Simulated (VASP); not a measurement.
# Re (Im-3m) in VASP: notebook

Runs on Re. Level: BLYP. Tasks: single point.

All numbers are computed with VASP 6.6.1; they aren't measurements. Logs are shortened: lines on timing, memory, paths and dates and some standing lists are left out, and cuts for length are marked.

## Step 1: The cell of the first run

Symmetry: Im-3m, No. 229, cubic system. The conventional cell has a = 3.023 Å, b = 3.023 Å, c = 3.023 Å, α = 90.00°, β = 90.00°, γ = 90.00°. Within 3.5 Å of Re (site symmetry m-3m) lie 14 Re at 2.62 to 3.02 Å.

## Step 2: Single point, BLYP (volume scaled by 0.88)

File INCAR:

```
PREC = Accurate ; ENCUT = 520
EDIFF = 1E-7 ; ISMEAR = -1
SIGMA = 0.1 ; LREAL = False
LASPH = True ; NELM = 80
ALGO = Normal ; ISIF = 2
LWAVE = False ; LCHARG = False
GGA = B5 ; ALDAX = 1.0
AGGAX = 1.0 ; AGGAC = 1.0
ALDAC = 0.0 ; NBANDS = 10
```

File KPOINTS:

```
Automatic mesh
0
Gamma
  16 16 16
```

File POSCAR:

```
Re
1.0
   -1.5116835791      1.5116835791      1.5116835791
    1.5116835791     -1.5116835791      1.5116835791
    1.5116835791      1.5116835791     -1.5116835791
Re
1
Direct
    0.0000000000      0.0000000000      0.0000000000
```

Potentials or basis: VASP PAW PBE potentials, release 64 (Re).

The run is started by

```console
$ cat potpaw_PBE.64/Re/POTCAR > POTCAR
$ mpirun -np 1 vasp_std > vasp.out
```

OUTCAR:

```text
PREC = Accurate
   ENCUT = 520
   EDIFF = 1E-7
   ISMEAR = -1
   LREAL = False
   LASPH = True
   NELM = 80
   ISIF = 2
   GGA = B5

 ion  position               nearest neighbor table
   1  0.000  0.000  0.000-

  LATTYP: Found a body centered cubic cell.
 ALAT       =     3.0233671582

  Lattice vectors:

 A1 = (  -1.5116835791,   1.5116835791,   1.5116835791)
 A2 = (   1.5116835791,  -1.5116835791,   1.5116835791)
 A3 = (   1.5116835791,   1.5116835791,  -1.5116835791)

Analysis of symmetry for initial positions (statically):
=====================================================================
 Subroutine PRICEL returns:
 Original cell was already a primitive cell.

 Routine SETGRP: Setting up the symmetry group for a
 body centered cubic supercell.

 Subroutine GETGRP returns: Found 48 space group operations
 (whereof 48 operations were pure point group operations)
 out of a pool of 48 trial point group operations.

The static configuration has the point symmetry O_h .

Analysis of symmetry for dynamics (positions and initial velocities):
=====================================================================
 Subroutine PRICEL returns:
 Original cell was already a primitive cell.

 Routine SETGRP: Setting up the symmetry group for a
 body centered cubic supercell.

 Subroutine GETGRP returns: Found 48 space group operations
 (whereof 48 operations were pure point group operations)
 out of a pool of 48 trial point group operations.

The dynamic configuration has the point symmetry O_h .

 Subroutine INISYM returns: Found 48 space group operations
 (whereof 48 operations are pure point group operations),
 and found     1 'primitive' translations

----------------------------------------------------------------------------------------

                                     Primitive cell

  volume of cell :      13.8179

  direct lattice vectors                    reciprocal lattice vectors
    -1.511683579  1.511683579  1.511683579     0.000000000  0.330757049  0.330757049
     1.511683579 -1.511683579  1.511683579     0.330757049  0.000000000  0.330757049
     1.511683579  1.511683579 -1.511683579     0.330757049  0.330757049  0.000000000

  length of vectors
     2.618312764  2.618312764  2.618312764     0.467761105  0.467761105  0.467761105

  position of ions in fractional coordinates (direct lattice)
     0.000000000  0.000000000  0.000000000

  ion indices of the primitive-cell ions
   primitive index   ion index
                 1           1

----------------------------------------------------------------------------------------

 KPOINTS: Automatic mesh

Automatic generation of k-mesh.
 Grid dimensions read from file:
 generate k-points for:   16   16   16

 Generating k-lattice:

  Cartesian coordinates                     Fractional coordinates (reciprocal lattice)
     0.000000000  0.020672316  0.020672316     0.062500000  0.000000000  0.000000000
     0.020672316  0.000000000  0.020672316     0.000000000  0.062500000  0.000000000
     0.020672316  0.020672316  0.000000000     0.000000000  0.000000000  0.062500000

  Length of vectors
     0.029235069  0.029235069  0.029235069

  Shift w.r.t. Gamma in fractional coordinates (k-lattice)
     0.000000000  0.000000000  0.000000000

 Subroutine IBZKPT returns following result:
 ===========================================

 Found    145 irreducible k-points:

 Following reciprocal coordinates:
            Coordinates               Weight
  0.000000  0.000000  0.000000      1.000000
  0.062500  0.000000  0.000000     12.000000
  0.125000  0.000000  0.000000     12.000000
  0.187500  0.000000  0.000000     12.000000
  0.250000  0.000000  0.000000     12.000000
  0.312500  0.000000  0.000000     12.000000
[... 16 lines left out ...]
  0.187500  0.187500  0.000000     24.000000
  0.250000  0.187500  0.000000     48.000000
 [... further k-points ...]
   k-points           NKPTS =    145   k-points in BZ     NKDIM =    145   number of bands    NBANDS=     10
   number of dos      NEDOS =    301   number of ions     NIONS =      1
   total plane-waves  NPLWV =   8000
   dimension x,y,z NGX =    20 NGY =   20 NGZ =   20
   dimension x,y,z NGXF=    40 NGYF=   40 NGZF=   40
   ions per type =               1
   NGX,Y,Z   is equivalent  to a cutoff of  12.70, 12.70, 12.70 a.u.
   NGXF,Y,Z  is equivalent  to a cutoff of  25.40, 25.40, 25.40 a.u.
 SYSTEM =  unknown system
   PREC   = accura    normal or accurate (medium, high low for compatibility)
   ISTART =      0    job   : 0-new  1-cont  2-samecut
   ICHARG =      2    charge: 1-file 2-atom 10-const
   ISPIN  =      1    spin polarized calculation?
   LNONCOLLINEAR =      F non collinear calculations
   LSORBIT =      F    spin-orbit coupling
   LASPH  =      T    aspherical Exc in radial PAW
   ENCUT  =  520.0 eV  38.22 Ry    6.18 a.u.   4.87  4.87  4.87*2*pi/ulx,y,z
   NELM   =     80;   NELMIN=  2; NELMDL= -5     # of ELM steps
   EDIFF  = 0.1E-06   stopping-criterion for ELM
   LREAL  =      F    real-space projection
   EDIFFG = 0.1E-05   stopping-criterion for IOM
   NSW    =      0    number of steps for IOM
   IBRION =     -1    ionic relax: 0-MD 1-quasi-New 2-CG
   NFREE  =      0    steps in history (QN), initial steepest desc. (CG)
   ISIF   =      2    stress and relaxation
   ISYM   =      2    0-nonsym 1-usesym 2-fastsym
   POTIM  = 0.5000    time-step for ionic-motion
   TEBEG  =    0.0;   TEEND  =   0.0 temperature during run
   PSTRESS=    0.0 pullay stress
   NELECT =       7.0000    total number of electrons
   NUPDOWN=      -1.0000    fix difference up-down
   EMIN   =  10.00;   EMAX   =-10.00  energy-range for DOS
   EFERMI =   0.00;   METHOD = LEGACY
   ISMEAR =    -1;   SIGMA  =   0.10  broadening in eV -4-tet -1-fermi 0-gaus
   EFERMI_NEDOS =   21; number of points for ismear=-14 and -15
   IALGO  =     38    algorithm
   IMIX   =      4    mixing-type and parameters
     AMIX     =   0.40;   BMIX     =  1.00
     AMIX_MAG =   1.60;   BMIX_MAG =  1.00
  volume/ion in A,a.u.               =      13.82        93.25
  Fermi-wavevector in a.u.,A,eV,Ry     =   1.305048  2.466184 23.172781  1.703151
  Thomas-Fermi vector in A             =   2.435943
   LORBIT       =      0    0 simple, 1 ext, 2 COOP (PROOUT), +10 PAW based schemes
   GGA     = B5    functional components
   LHFCALC =     F    Hartree Fock is set to
   AEXX    =    0.0000 exact exchange contribution
   IVDW    =     0    specifies the selected vdW correction
   LEPSILON=     F    determine dielectric tensor
   LRPA    =     F    only Hartree local field effects (RPA)
 non-spin polarized calculation
  energy-cutoff  :      520.00
  volume of cell :       13.82
 maximum number of plane-waves:       384
   NGX =  9   NGY =  9   NGZ =  9

 number of electron       7.0000001 magnetization

 Free energy of the ion-electron system (eV)
  ---------------------------------------------------
  ext. energy  EPLUGINS =         0.00000000
  ---------------------------------------------------
  free energy    TOTEN  =       -10.16181076 eV

  energy without entropy =      -10.12963720  energy(sigma->0) =      -10.14572398

 E-fermi :  10.2206     XC(G=0): -13.3808

 val. band max:       10.2147279620   @ k =  -0.3750   0.5000   0.0625
 cond. band min:      10.2484887935   @ k =  -0.2500   0.2500   0.0625
 fundamental gap:      0.0337608315
 Fermi energy:        10.2205998384

 k-point     1 :       0.0000    0.0000    0.0000
  band No.  band energies     occupation
      1      -0.7949      2.00000
      2       7.2585      2.00000
      3       7.2586      2.00000
      4       7.2586      2.00000
      5      11.0761      0.00038
      6      11.0762      0.00038
      7      26.1839      0.00000
      8      26.1839      0.00000
      9      26.1839      0.00000
     10      39.3740      0.00000

 k-point     2 :       0.0625    0.0000    0.0000
  band No.  band energies     occupation
      1      -0.5867      2.00000
      2       7.1405      2.00000
      3       7.2421      2.00000
      4       7.4623      2.00000
      5      10.8936      0.00239
      6      11.0809      0.00037
      7      26.3515      0.00000
      8      26.5312      0.00000
      9      26.6579      0.00000
     10      37.5719      0.00000

 k-point     3 :       0.1250    0.0000    0.0000
  band No.  band energies     occupation
      1       0.0052      2.00000
      2       6.8192      2.00000
      3       7.1588      2.00000
      4       8.0641      2.00000
      5      10.5263      0.08988
      6      11.1049      0.00029
      7      26.7349      0.00000
      8      27.5371      0.00000
      9      27.8008      0.00000
     10      35.2442      0.00000

 k-point     4 :       0.1875    0.0000    0.0000
  band No.  band energies     occupation
      1       0.8664      2.00000
      2       6.3738      2.00000
      3       6.9867      2.00000
      4       9.0350      1.99999
      5      10.3140      0.56428
      6      11.1702      0.00015
      7      26.8861      0.00000
      8      28.6632      0.00000
      9      29.1108      0.00000
     10      33.8344      0.00000
[... 222 lines left out ...]
 k-point    22 :       0.4375    0.1250    0.0000
  band No.  band energies     occupation
      1       2.8095      2.00000
      2       4.9905      2.00000
      3       9.0020      1.99999
      4      10.8092      0.00554
      5      12.5579      0.00000
      6      16.5024      0.00000
      7      20.6673      0.00000
      8      23.6363      0.00000
      9      27.7302      0.00000
     10      34.8359      0.00000

 k-point    23 :       0.1875    0.1875    0.0000
  band No.  band energies     occupation
      1       3.0504      2.00000
      2       5.7263      2.00000
      3       6.1495      2.00000
      4      10.0766      1.61692
      5      11.8567      0.00000
      6      12.8724      0.00000
      7      25.0863      0.00000
      8      27.6018      0.00000
      9      30.1564      0.00000
     10      30.9578      0.00000

 k-point    24 :       0.2500    0.1875    0.0000
  band No.  band energies     occupation
      1       3.4631      2.00000
      2       5.4415      2.00000
      3       6.5750      2.00000
      4      10.3601      0.39733
      5      11.9737      0.00000
      6      14.6647      0.00000
      7      23.3837      0.00000
      8      26.4135      0.00000
      9      28.6678      0.00000
     10      32.1346      0.00000

 [... further k-points ...]

------------------------ aborting loop because EDIFF is reached ----------------------------------------

  FORCE on cell =-STRESS in cart. coord.  units (eV):
  Direction    XX          YY          ZZ          XY          YZ          ZX
  --------------------------------------------------------------------------------------
  -------------------------------------------------------------------------------------
  Total        4.9594022      4.9594022      4.9594022     -0.0000000     -0.0000000      0.0000000
  in kB      575.0389095    575.0389095    575.0389095     -0.0000000     -0.0000000      0.0000000
  external PRESSURE =     575.0389095 kB  Pullay stress =       0.0000000 kB

 VOLUME and BASIS-vectors are now :
 -----------------------------------------------------------------------------
  energy-cutoff  :      520.00
  volume of cell :       13.82
      direct lattice vectors                 reciprocal lattice vectors
    -1.511683579  1.511683579  1.511683579     0.000000000  0.330757049  0.330757049
     1.511683579 -1.511683579  1.511683579     0.330757049  0.000000000  0.330757049
     1.511683579  1.511683579 -1.511683579     0.330757049  0.330757049  0.000000000

 POSITION                                       TOTAL-FORCE (eV/Angst)
 -----------------------------------------------------------------------------------
      0.00000      0.00000      0.00000         0.000000     -0.000000      0.000000
 -----------------------------------------------------------------------------------
    total drift:                                0.000000      0.000000      0.000000

  FREE ENERGIE OF THE ION-ELECTRON SYSTEM (eV)
  ---------------------------------------------------
  free  energy   TOTEN  =       -10.1618107576 eV

  energy  without entropy=      -10.1296372049  energy(sigma->0) =      -10.14572398
```

It took 14 s on 1 thread of Intel Xeon 6975P-C (Granite Rapids), shared host; peak memory 0.14 GiB.

Results:

```yaml
Free_energy: -10.1618 eV
Pressure: 57.5 GPa
```

Levels at points of the mesh, in eV from the Fermi level:
```
           k point  band 1  band 2  band 3  band 4  band 5  band 6
(0.00, 0.00, 0.00)  -11.02   -2.96   -2.96   -2.96    0.86    0.86
(0.50, 0.00, 0.00)   -7.98   -5.42    0.47    0.75    1.72    5.00
(0.50, 0.50, 0.50)   -7.71   -7.71    3.95    3.95    3.95    8.74
```

Caveat: the PAW data sets were made with another functional, which shifts forces and pressure a little; spin-orbit coupling is left out, which moves the levels of the heavy elements.

[end of part 1 of 2]
